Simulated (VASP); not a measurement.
# TiTe2 (P-3m1) in VASP: further runs

TiTe2 is run at these levels: LDA; tasks: relaxation of cell and atoms, single point.

All numbers are computed with VASP 6.6.1; they aren't measurements. Logs are shortened: lines on timing, memory, paths and dates and some standing lists are left out, and cuts for length are marked.

## 1. The cell of the first run

The structure is trigonal, space group P-3m1 (No. 164). The conventional cell has a = 3.777 Å, b = 3.777 Å, c = 6.498 Å, α = 90.00°, β = 90.00°, γ = 120.00°. Within 3.8 Å of Ti (site symmetry -3m) lie 6 Te at 2.77 Å and 6 Ti at 3.78 Å. Within 3.8 Å of Te (site symmetry 3m) lie 3 Ti at 2.77 Å and 9 Te at 3.78 Å.

## 2. Relaxation of cell and atoms, LDA

File INCAR:

```
SYSTEM = TiTe2
PREC = Accurate
ENCUT = 600
EDIFF = 1E-6
ISMEAR = -1
SIGMA = 0.1
LREAL = .FALSE.
LASPH = .TRUE.
NELM = 80
ALGO = Normal
ISIF = 3
LWAVE = .FALSE.
LCHARG = .FALSE.
GGA = CA
IBRION = 2
NSW = 80
EDIFFG = -0.01
```

File KPOINTS:

```
Automatic mesh
0
G
  10 10 5
  0 0 0
```

File POSCAR:

```
TiTe2
1.0
    3.7770000000      0.0000000000      0.0000000000
   -1.8885000000      3.2709779500      0.0000000000
    0.0000000000      0.0000000000      6.4980000000
Ti Te
1 2
Direct
    0.0000000000      0.0000000000      0.0000000000
    0.6666666700      0.3333333300      0.2628000000
    0.3333333300      0.6666666700      0.7372000000
```

Potentials or basis: VASP PAW LDA potentials, release 64 (Ti_sv, Te).

Launch:

```
$ cat potpaw_LDA.64/Ti_sv/POTCAR potpaw_LDA.64/Te/POTCAR > POTCAR
$ mpirun -np 1 vasp_std > vasp.out
```

OUTCAR:

```text
SYSTEM = TiTe2
   PREC = Accurate
   ENCUT = 600
   EDIFF = 1E-6
   ISMEAR = -1
   LREAL = .FALSE.
   LASPH = .TRUE.
   NELM = 80
   ISIF = 3
   GGA = CA
   IBRION = 2
   NSW = 80
   EDIFFG = -0.01

 ion  position               nearest neighbor table
   1  0.000  0.000  0.000-   2 2.77   3 2.77   3 2.77   2 2.77   2 2.77   3 2.77
   2  0.667  0.333  0.263-   1 2.77   1 2.77   1 2.77
   3  0.333  0.667  0.737-   1 2.77   1 2.77   1 2.77

  LATTYP: Found a hexagonal cell.
 ALAT       =     3.7770000000
 C/A-ratio  =     1.7204130262

  Lattice vectors:

 A1 = (   3.7770000000,   0.0000000000,   0.0000000000)
 A2 = (  -1.8885000000,   3.2709779500,   0.0000000000)
 A3 = (   0.0000000000,   0.0000000000,   6.4980000000)

Analysis of symmetry for initial positions (statically):
=====================================================================
 Subroutine PRICEL returns:
 Original cell was already a primitive cell.

 Routine SETGRP: Setting up the symmetry group for a
 hexagonal supercell.

 Subroutine GETGRP returns: Found 12 space group operations
 (whereof 12 operations were pure point group operations)
 out of a pool of 24 trial point group operations.

The static configuration has the point symmetry D_3d.

Analysis of symmetry for dynamics (positions and initial velocities):
=====================================================================
 Subroutine PRICEL returns:
 Original cell was already a primitive cell.

 Routine SETGRP: Setting up the symmetry group for a
 hexagonal supercell.

 Subroutine GETGRP returns: Found 12 space group operations
 (whereof 12 operations were pure point group operations)
 out of a pool of 24 trial point group operations.

The dynamic configuration has the point symmetry D_3d.

 Subroutine INISYM returns: Found 12 space group operations
 (whereof 12 operations are pure point group operations),
 and found     1 'primitive' translations

----------------------------------------------------------------------------------------

                                     Primitive cell

  volume of cell :      80.2794

  direct lattice vectors                    reciprocal lattice vectors
     3.777000000  0.000000000  0.000000000     0.264760392  0.152859484  0.000000000
    -1.888500000  3.270977950  0.000000000     0.000000000  0.305718967  0.000000000
     0.000000000  0.000000000  6.498000000     0.000000000  0.000000000  0.153893506

  length of vectors
[... 109 lines left out ...]
   GGA     = CA    functional components
   LHFCALC =     F    Hartree Fock is set to
   AEXX    =    0.0000 exact exchange contribution
   IVDW    =     0    specifies the selected vdW correction
   LEPSILON=     F    determine dielectric tensor
   LRPA    =     F    only Hartree local field effects (RPA)
 conjugate gradient relaxation of ions
 non-spin polarized calculation
  energy-cutoff  :      600.00
  volume of cell :       80.28
 maximum number of plane-waves:      2706
   NGX = 15   NGY = 15   NGZ = 25

--------------------------------------- Ionic step        1  -------------------------------------------

 number of electron      24.0000003 magnetization

 Free energy of the ion-electron system (eV)
  ---------------------------------------------------
  ext. energy  EPLUGINS =         0.00000000
  ---------------------------------------------------
  free energy    TOTEN  =       -18.29516132 eV

  energy without entropy =      -18.24894394  energy(sigma->0) =      -18.27205263

------------------------ aborting loop because EDIFF is reached ----------------------------------------

  FORCE on cell =-STRESS in cart. coord.  units (eV):
  Direction    XX          YY          ZZ          XY          YZ          ZX
  --------------------------------------------------------------------------------------
  -------------------------------------------------------------------------------------
  Total       -2.0884140     -2.0884140     -1.8131570      0.0000000      0.0000000      0.0000000
  in kB      -41.6795363    -41.6795363    -36.1860917      0.0000000      0.0000000      0.0000000
  external PRESSURE =     -39.8483881 kB  Pullay stress =       0.0000000 kB
[... 92 lines left out ...]
  FREE ENERGIE OF THE ION-ELECTRON SYSTEM (eV)
  ---------------------------------------------------
  free  energy   TOTEN  =       -18.3545537486 eV

  energy  without entropy=      -18.3106586742  energy(sigma->0) =      -18.33260621

[... ionic steps 4 to 9 ...]

--------------------------------------- Ionic step       10  -------------------------------------------

 number of electron      23.9999996 magnetization

------------------------ aborting loop because EDIFF is reached ----------------------------------------
[... 69 lines left out ...]
--------------------------------------- Ionic step       12  -------------------------------------------

 number of electron      23.9999996 magnetization

 Free energy of the ion-electron system (eV)
  ---------------------------------------------------
  ext. energy  EPLUGINS =         0.00000000
  ---------------------------------------------------
  free energy    TOTEN  =       -18.37002211 eV

  energy without entropy =      -18.32606163  energy(sigma->0) =      -18.34804187

 E-fermi :   7.6883     XC(G=0): -10.4896

 val. band max:        7.6817561385   @ k =   0.0000   0.1000   0.4000
 cond. band min:       7.7042521000   @ k =   0.4000   0.0000   0.0000
 fundamental gap:      0.0224959615
 Fermi energy:         7.6882816469

 k-point     1 :       0.0000    0.0000    0.0000
  band No.  band energies     occupation
      1     -48.8613      2.00000
      2     -25.5169      2.00000
      3     -25.5169      2.00000
      4     -25.4970      2.00000
      5      -5.1930      2.00000
      6      -3.4254      2.00000
[... 433 lines left out ...]
      3     -25.5311      2.00000
      4     -25.4815      2.00000
      5      -3.1669      2.00000
      6      -2.8638      2.00000
[... 8 lines left out ...]
     15       9.3697      0.00000
     16      10.4764      0.00000

 [... further k-points ...]

------------------------ aborting loop because EDIFF is reached ----------------------------------------

  FORCE on cell =-STRESS in cart. coord.  units (eV):
  Direction    XX          YY          ZZ          XY          YZ          ZX
  --------------------------------------------------------------------------------------
  -------------------------------------------------------------------------------------
  Total        0.0014604      0.0014604     -0.0146831     -0.0000000      0.0000000      0.0000000
  in kB        0.0317019      0.0317019     -0.3187266     -0.0000000      0.0000000      0.0000000
  external PRESSURE =      -0.0851076 kB  Pullay stress =       0.0000000 kB
[... 18 lines left out ...]
  FREE ENERGIE OF THE ION-ELECTRON SYSTEM (eV)
  ---------------------------------------------------
  free  energy   TOTEN  =       -18.3700221059 eV

  energy  without entropy=      -18.3260616318  energy(sigma->0) =      -18.34804187

 reached required accuracy - stopping structural energy minimisation
```

Wall time 20 min (1 thread of Intel Xeon 8259CL, shared host); peak memory 0.26 GiB.

What came out:

* Free energy: -18.3700 eV
* Relaxed volume: 24.60 Å³/atom
* Relaxed cell: a = 3.670 Å, b = 3.670 Å, c = 6.329 Å, α = 90.00°, β = 90.00°, γ = 120.00°
* Space group after relaxing (to 0.1 Å): P-3m1 (No. 164)
* Energy gained by relaxing: 25.0 meV/atom
* Ionic steps: 12
* Pressure after relaxing: 0.0 GPa
* Band gap on the k mesh: zero (bands 12 and 13 overlap by 0.78 eV)

Step by step:
| step | energy change (eV) | largest force (eV/Å) | pressure (GPa) | volume (Å³) |
| --- | --- | --- | --- | --- |
| 1 | 0.0000 | 0.2655 | -3.98 | 80.28 |
| 2 | -0.0236 | 0.7413 | 3.45 | 72.79 |
| 3 | -0.0594 | 0.2732 | -0.13 | 75.92 |
| 4 | -0.0666 | 0.1924 | -0.13 | 75.40 |
| 5 | -0.0712 | 0.0450 | -0.05 | 74.48 |
| 6 | -0.0712 | 0.0579 | -0.05 | 74.56 |
| 7 | -0.0728 | 0.0453 | -0.04 | 74.35 |
| 8 | -0.0748 | 0.0028 | 0.06 | 73.69 |
| 9 | -0.0749 | 0.0061 | 0.07 | 73.74 |
| 10 | -0.0748 | 0.0075 | 0.06 | 73.75 |
| 11 | -0.0748 | 0.0208 | -0.15 | 73.94 |
| 12 | -0.0749 | 0.0012 | -0.01 | 73.81 |

Final structure:
```yaml
crystal:
  lattice:
    - [3.66967, 0.00000, 0.00000]
    - [-1.83484, 3.17803, 0.00000]
    - [0.00000, 0.00000, 6.32887]
  atoms:
    - { symbol: Ti, position: [0.00000, 0.00000, 0.00000] }
    - { symbol: Te, position: [0.66667, 0.33333, 0.26978] }
    - { symbol: Te, position: [0.33333, 0.66667, 0.73022] }
```

Caveat: spin-orbit coupling is left out, which moves the levels of the heavy elements.

## 3. Single point, LDA

This run uses another cell than the first one, of 24.61 Å³/atom.

File INCAR:

```
SYSTEM = TiTe2
  ALGO = Normal
  EDIFF = 1E-6
  ENCUT = 520
  GGA = CA
  ISIF = 2
  ISMEAR = -1
  LASPH = .True.
  LCHARG = .False.
  LREAL = .False.
  LWAVE = .False.
  NBANDS = 19
  NELM = 60
  PREC = Accurate
  SIGMA = 0.1
```

File KPOINTS:

```
k-points
0
Gamma
  10 10 5
  0 0 0
```

File POSCAR:

```
TiTe2
1.0
    3.6690488953      0.0000000000      0.0000000000
   -1.8345244476      3.1774895510      0.0000000000
    0.0000000000      0.0000000000      6.3325639070
Ti Te
1 2
Direct
    0.0000000000      0.0000000000      0.0000000000
    0.6666666667      0.3333333333      0.2691753501
    0.3333333333      0.6666666667      0.7308246499
```

Potentials or basis: VASP PAW LDA potentials, release 64 (Ti_sv, Te).

Launch:

```
$ cat potpaw_LDA.64/Ti_sv/POTCAR potpaw_LDA.64/Te/POTCAR > POTCAR
$ mpirun -np 1 vasp_std > vasp.out
```

OUTCAR:

```text
SYSTEM = TiTe2
   EDIFF = 1E-6
   ENCUT = 520
   GGA = CA
   ISIF = 2
   ISMEAR = -1
   LASPH = .True.
   LREAL = .False.
   NELM = 60
   PREC = Accurate

 ion  position               nearest neighbor table
   1  0.000  0.000  0.000-   2 2.72   3 2.72   3 2.72   2 2.72   2 2.72   3 2.72
   2  0.667  0.333  0.269-   1 2.72   1 2.72   1 2.72   3 3.61   3 3.61   3 3.61
   3  0.333  0.667  0.731-   1 2.72   1 2.72   1 2.72   2 3.61   2 3.61   2 3.61

  LATTYP: Found a hexagonal cell.
 ALAT       =     3.6690488953
[... 721 lines left out ...]

  FORCE on cell =-STRESS in cart. coord.  units (eV):
  Direction    XX          YY          ZZ          XY          YZ          ZX
  --------------------------------------------------------------------------------------
  -------------------------------------------------------------------------------------
  Total        0.0208511      0.0208511      0.0173460      0.0000000      0.0000000      0.0000000
  in kB        0.4525044      0.4525044      0.3764379      0.0000000      0.0000000      0.0000000
  external PRESSURE =       0.4271489 kB  Pullay stress =       0.0000000 kB

 VOLUME and BASIS-vectors are now :
 -----------------------------------------------------------------------------
  energy-cutoff  :      520.00
  volume of cell :       73.83
      direct lattice vectors                 reciprocal lattice vectors
     3.669048895  0.000000000  0.000000000     0.272550197  0.157356930  0.000000000
    -1.834524448  3.177489551  0.000000000     0.000000000  0.314713859  0.000000000
     0.000000000  0.000000000  6.332563907     0.000000000  0.000000000  0.157913922

 POSITION                                       TOTAL-FORCE (eV/Angst)
 -----------------------------------------------------------------------------------
      0.00000      0.00000      0.00000        -0.000000      0.000000      0.000000
      1.83452      1.05916      1.70457         0.000000      0.000000      0.035140
     -0.00000      2.11833      4.62799        -0.000000      0.000000     -0.035140
 -----------------------------------------------------------------------------------
    total drift:                               -0.000000     -0.000000     -0.000000

  FREE ENERGIE OF THE ION-ELECTRON SYSTEM (eV)
  ---------------------------------------------------
  free  energy   TOTEN  =       -18.3693454528 eV

  energy  without entropy=      -18.3254982982  energy(sigma->0) =      -18.34742188
```

OSZICAR:

```text
N       E                     dE             d eps       ncg     rms          rms(c)
DAV:   1     0.180413419942E+03    0.18041E+03   -0.10804E+04  2204   0.119E+03
DAV:   2    -0.438945423328E+01   -0.18480E+03   -0.17999E+03  2320   0.305E+02
DAV:   3    -0.197076713984E+02   -0.15318E+02   -0.14899E+02  3257   0.822E+01
DAV:   4    -0.202643772581E+02   -0.55671E+00   -0.55450E+00  2890   0.150E+01
DAV:   5    -0.202844010917E+02   -0.20024E-01   -0.20015E-01  3071   0.277E+00    0.125E+01
DAV:   6    -0.202287669409E+02    0.55634E-01   -0.30316E+01  2471   0.357E+01    0.121E+01
DAV:   7    -0.185749552006E+02    0.16538E+01   -0.21696E+01  2755   0.284E+01    0.509E+00
DAV:   8    -0.183706747775E+02    0.20428E+00   -0.12528E+00  2572   0.786E+00    0.148E+00
DAV:   9    -0.183766144101E+02   -0.59396E-02   -0.86385E-02  2976   0.176E+00    0.111E+00
DAV:  10    -0.183699601557E+02    0.66543E-02   -0.79175E-02  2660   0.210E+00    0.551E-01
DAV:  11    -0.183697595283E+02    0.20063E-03   -0.12657E-02  2616   0.804E-01    0.287E-01
DAV:  12    -0.183693798419E+02    0.37969E-03   -0.36857E-03  2657   0.408E-01    0.133E-01
DAV:  13    -0.183693448695E+02    0.34972E-04   -0.17349E-04  2577   0.105E-01    0.273E-02
DAV:  14    -0.183693454528E+02   -0.58336E-06   -0.93216E-06  2595   0.211E-02
   1 F= -.18369345E+02 E0= -.18347422E+02  d E =-.438472E-01
```

Wall time 89 s (1 thread of Intel Xeon 8259CL, shared host); peak memory 0.21 GiB.

What came out:

| Item | Value |
| --- | --- |
| Free energy | -18.3693 eV |
| Pressure | 0.0 GPa |
| Largest force | 0.035 eV/Å |
| Band gap on the k mesh | zero (bands 12 and 13 overlap by 0.78 eV) |

Forces in eV/Å, atoms in the order of the input:
```
Ti   0.000  0.000  0.000
Te   0.000  0.000  0.035
Te   0.000  0.000 -0.035
```

Caveat: spin-orbit coupling is left out, which moves the levels of the heavy elements.
